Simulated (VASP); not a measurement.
# H8C3S2: single point with PBE+D3(BJ)

The system is H8C3S2.

```
S C H
1.0
     8.48185    0.00000    0.00000
     0.00000    8.48185    0.00000
     0.00000    0.00000    8.48185
S C H
6 9 24
Direct
  0.88416 0.56557 0.01561
  0.11657 0.29685 0.92137
  0.37071 0.03402 0.60511
  0.14100 0.85696 0.83198
  0.61740 0.20678 0.93465
  0.45179 0.52786 0.86338
  0.00066 0.43058 0.96950
  0.25544 0.94478 0.71754
  0.53547 0.36751 0.89842
  0.36614 0.90279 0.19106
  0.87126 0.23005 0.55207
  0.06806 0.61925 0.47978
  0.87959 0.98653 0.19976
  0.39069 0.36961 0.30769
  0.63688 0.67843 0.46719
  0.36740 0.79161 0.12541
  0.48722 0.94180 0.21304
  0.30561 0.88509 0.30374
  0.30353 0.99245 0.12249
  0.85329 0.12062 0.61884
  0.98488 0.22454 0.48975
  0.87187 0.33079 0.63343
  0.77535 0.24438 0.46646
  0.96641 0.63230 0.55843
  0.03705 0.54203 0.37943
  0.16678 0.56641 0.54608
  0.10190 0.73657 0.43504
  0.00801 0.97534 0.20453
  0.84799 0.11113 0.18749
  0.82800 0.93937 0.30820
  0.83452 0.92044 0.09825
  0.38809 0.38054 0.43643
  0.34364 0.25415 0.27295
  0.51267 0.38136 0.26620
  0.31828 0.46315 0.25493
  0.68773 0.77791 0.53249
  0.66456 0.56797 0.52836
  0.68740 0.67486 0.34843
  0.50873 0.69286 0.45946
```

```
Program             : VASP 6.6.1
Task                : single point
Functional          : PBE
Dispersion          : D3(BJ)
Potentials or basis : VASP PAW PBE potentials, release 64 (S, C_h, H_h)
Cutoff              : 1000 eV
k mesh              : 1 × 1 × 1
Occupations         : fermi-dirac, width 0.05 eV
Spin                : no spin polarisation
```

```json
{
  "Pressure": "-0.5 GPa",
  "Largest force": "0.379 eV/Å",
  "Band gap on the k mesh": "3.53 eV",
  "Dispersion energy per atom": "-0.052 eV"
}
```

Forces on the atoms (eV/Å):
```
S    0.145 -0.162 -0.071
S   -0.163  0.153  0.050
S   -0.217 -0.174  0.222
S    0.191  0.156 -0.217
S   -0.172  0.323 -0.098
S    0.171 -0.323  0.068
C   -0.075  0.012  0.008
C    0.031  0.032 -0.015
C    0.068  0.008  0.029
C    0.000 -0.002  0.014
C    0.061  0.030  0.013
C    0.129 -0.080 -0.132
C    0.008  0.007 -0.010
C   -0.026  0.008 -0.037
C   -0.029  0.008  0.055
H    0.006  0.006  0.000
H   -0.015 -0.005 -0.002
H    0.012  0.001 -0.011
H    0.010 -0.004 -0.005
H    0.021  0.078 -0.028
H   -0.142  0.011  0.061
H   -0.004 -0.114 -0.066
H    0.048 -0.002  0.020
H    0.032 -0.039 -0.061
H    0.058  0.205  0.277
H   -0.191  0.142 -0.167
H   -0.015 -0.238  0.082
H   -0.010 -0.002 -0.006
H    0.012 -0.016  0.000
H   -0.002 -0.001  0.002
H    0.007  0.018  0.008
H   -0.021  0.004 -0.047
H    0.050  0.093  0.021
H   -0.074 -0.030  0.016
H    0.079 -0.091  0.070
H   -0.032 -0.052 -0.025
H   -0.019  0.046 -0.011
H   -0.010  0.002 -0.008
H    0.076 -0.006  0.000
```

Stress tensor (GPa, compression positive):
```
-0.51  0.18  0.06
 0.18 -0.70  0.14
 0.06  0.14 -0.30
```

Levels at points of the mesh, in eV from the valence-band top:
| k point | band 44 | band 45 | band 46 | band 47 | band 48 | band 49 | band 50 | band 51 | band 52 | band 53 |
| --- | --- | --- | --- | --- | --- | --- | --- | --- | --- | --- |
| (0.00, 0.00, 0.00) | -0.36 | -0.23 | -0.21 | -0.17 | 0.00 | 3.53 | 3.61 | 3.67 | 3.75 | 3.77 |

It took 4.9 min on 1 thread of Intel(R) Xeon(R) Platinum 8375C CPU @ 2.90GHz (Ice Lake) (shared host), peak memory 1.2 GiB.

Caveat: the k points lie up to 0.74 Å⁻¹ apart.
